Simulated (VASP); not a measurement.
Runs of VASP 6.6.1 on EuOs. The structure is that of space group Pm-3m (No. 221), or close to it. The cells are those of the table. 

```csv
cell,gap on the mesh (eV),pressure (GPa),moment (μB)
"a = 3.392 Å, 2 atoms",none,(a),5.87
"a = 3.433 Å, 2 atoms",none,2.4,(c)
"a = 3.456 Å, 2 atoms",none,(b),5.79
"a = 3.409 Å, 2 atoms",none,4.8,5.86
```

Alike in all rows: task single point; level PBE; potentials or basis VASP PAW PBE potentials, release 64 (Eu, Os); spin collinear, ferromagnetic start; k mesh 10 × 10 × 10; cutoff (eV) 520; smearing gaussian 0.05 eV.

Problem. Fill in the values left out.

Solution. (a) 6.8; (b) 0.2; (c) 5.83.

Caveats: spin-orbit coupling is left out, which moves the levels of the heavy elements; semilocal functionals describe open f shells poorly, which spoils levels, moments and volumes; the cell stands under pressure (at least some runs).

A k mesh can miss the band edges, and the runs leave out spin-orbit coupling on Eu, Os.

A gap of «none» marks levels without a gap at the run's occupations.
